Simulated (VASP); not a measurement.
Write the native input for VASP 6.6.1 that does the following.

* Task: single point
* Functional: PBE
* Potentials or basis: VASP PAW PBE potentials, release 64 (Ta_pv, Pt, S)
* Cutoff: 520 eV
* k mesh: 8 × 8 × 10
* Occupations: gaussian, width 0.1 eV
* Spin: no spin polarisation
* Dipole correction: no
* Further INCAR settings: ALGO = Normal; EDIFF = 1e-07; NBANDS = 37

The structure of Ta2PtS4 lies in POSCAR:

```
Ta2PtS4
1.0
    3.3614497804     -5.0877921931      0.0000000000
    3.3614497804      5.0877921931      0.0000000000
    0.0000000000      0.0000000000      3.5514665052
Ta Pt S
2 1 4
Direct
    0.5000000000      0.0000000000      0.5000000000
    0.0000000000      0.5000000000      0.5000000000
    0.0000000000      0.0000000000      0.0000000000
    0.7753057510      0.7753057510      0.5000000000
    0.2246942490      0.2246942490      0.5000000000
    0.6796843346      0.3203156654      0.0000000000
    0.3203156654      0.6796843346      0.0000000000
```

One way to write it, as run:

INCAR

```
SYSTEM = Ta2PtS4
ALGO     = Normal         ! electronic algorithm
EDIFF    = 1E-7           ! SCF threshold, eV
ENCUT    = 520            ! plane-wave cutoff, eV
GGA      = PE             ! functional
ISIF     = 2              ! what is computed and relaxed
ISMEAR   = 0              ! smearing method
LASPH    = .True.         ! aspherical terms in the spheres
LCHARG   = .False.        ! write CHGCAR
LREAL    = .False.        ! projectors in reciprocal space
LWAVE    = .False.        ! write WAVECAR
NBANDS   = 37             ! bands
NELM     = 60             ! most SCF steps
PREC     = Accurate       ! precision mode
SIGMA    = 0.1            ! smearing width, eV
```

KPOINTS

```
k-points
0
Gamma
  8 8 10
  0 0 0
```

Potentials or basis: VASP PAW PBE potentials, release 64 (Ta_pv, Pt, S).

Command:

```bash
$ cat potpaw_PBE.64/Ta_pv/POTCAR potpaw_PBE.64/Pt/POTCAR potpaw_PBE.64/S/POTCAR > POTCAR
$ mpirun -np 1 vasp_std > vasp.out
```

It gave:

```json
{"Pressure": "-0.1 GPa", "Largest force": "0.018 eV/Å", "Band gap on the k mesh": "zero (bands 28 and 29 overlap by 0.43 eV)"}
```

Caveat: spin-orbit coupling is left out, which moves the levels of the heavy elements.

Wall time 17 min on 1 thread of Intel Xeon 8259CL (shared host), peak memory 0.61 GiB.
